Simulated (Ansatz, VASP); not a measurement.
# Si4O7 in VASP and in Ansatz

File INCAR:

```
PREC     = Accurate       # precision mode
ENCUT    = 520            # plane-wave cutoff, eV
EDIFF    = 1E-7           # SCF threshold, eV
ISMEAR   = 0              # smearing method
SIGMA    = 0.05           # smearing width, eV
LREAL    = False          # projectors in reciprocal space
LASPH    = True           # aspherical terms in the spheres
NELM     = 80             # most SCF steps
ALGO     = Normal         # electronic algorithm
ISIF     = 2              # what is computed and relaxed
LWAVE    = False          # write WAVECAR
LCHARG   = True           # write CHGCAR
GGA      = CA             # functional
LELF     = True           # ELF
LVHAR    = True         
NBANDS   = 40             # bands
```

KPOINTS

```
Automatic mesh
0
Gamma
  6 6 6
```

The input POSCAR:

```
Si4O7
1.0
    0.0000000000      4.1548619959     -2.6614337333
    0.0000000000     -4.1548619959     -2.6614337333
   -4.1548619959      0.0000000000      2.6614337333
Si O
4 7
Direct
    0.2500000000      0.7500000000      0.5000000000
    0.7500000000      0.2500000000      0.5000000000
    0.0000000000      0.0000000000      1.0000000000
    0.5000000000      0.5000000000      1.0000000000
    1.0000000000      0.3055647994      0.3055647994
    0.5555647994      0.7500000000      0.8055647994
    0.0555647994      0.2500000000      0.8055647994
    0.0000000000      0.6944352006      0.6944352006
    0.4574530525      0.1944352006      0.6518882531
    0.9444352006      0.7500000000      0.1944352006
    0.4444352006      0.2500000000      0.1944352006
```

Input for Ansatz:

```yaml
crystal:
  lattice:
    - [0.0, 4.1548619959, -2.6614337333]
    - [0.0, -4.1548619959, -2.6614337333]
    - [-4.1548619959, 0.0, 2.6614337333]
  atoms:
    - { symbol: Si, position: [0.25, 0.75, 0.5] }
    - { symbol: Si, position: [0.75, 0.25, 0.5] }
    - { symbol: Si, position: [0.0, 0.0, 1.0] }
    - { symbol: Si, position: [0.5, 0.5, 1.0] }
    - { symbol: O, position: [1.0, 0.3055647994, 0.3055647994] }
    - { symbol: O, position: [0.5555647994, 0.75, 0.8055647994] }
    - { symbol: O, position: [0.0555647994, 0.25, 0.8055647994] }
    - { symbol: O, position: [0.0, 0.6944352006, 0.6944352006] }
    - { symbol: O, position: [0.4574530525, 0.1944352006, 0.6518882531] }
    - { symbol: O, position: [0.9444352006, 0.75, 0.1944352006] }
    - { symbol: O, position: [0.4444352006, 0.25, 0.1944352006] }
basis:
  ecutwfc: 420
kpoints:
  mp_grid: { grid: [6, 6, 6] }
hamiltonian:
  xc: lda
  pseudopotentials: { kind: paw, azcp: { folder: soft_1 } }
scf:
  occupations: { method: gaussian, width: 0.05 }
output:
  forces: true
  stress: true
  eigenvalues: true
  write_density: true
  write_potential: true
  elf: true
  volumetric_format: npy
```

Change from the starting cell: O vacancy; atom 9 moved 0.000 of the way to it and -0.250 Å across, host rigid.

Alike in both runs: task single point; functional LDA; k mesh 6 × 6 × 6; occupations gaussian, width 0.05 eV; no spin polarisation.

|  | VASP | Ansatz |
| --- | --- | --- |
| version | VASP 6.6.1 | Ansatz 0.2.0 |
| potentials or method | VASP PAW LDA potentials, release 64 (Si, O), cutoff 520 eV | scalar-relativistic, plane waves, PAW |
| valence electrons in the cell | 58 | 58 |

Ansatz gave:

* gap on the k mesh at the Fermi level (eV): 1.91
* least direct gap on the mesh (eV): 2.37
* pressure (GPa): -1.9
* traceless stress, the component that is largest in VASP (GPa): -2.81
* rms of the force components (eV/Å): 0.713

Task: Estimate VASP's values.

Result: gap on the k mesh at the Fermi level (eV): 1.91; least direct gap on the mesh (eV): 2.37; pressure (GPa): -1.0; traceless stress, the component that is largest in VASP (GPa): -2.92; rms of the force components (eV/Å): 0.723.

Ansatz warns that its potentials were made for another functional, while VASP's fit it. LDA's correlation is that of Perdew and Zunger in VASP and of Perdew and Wang (1992) in Ansatz. Atom by atom the forces differ by 0.022 eV/Å (rms over components).
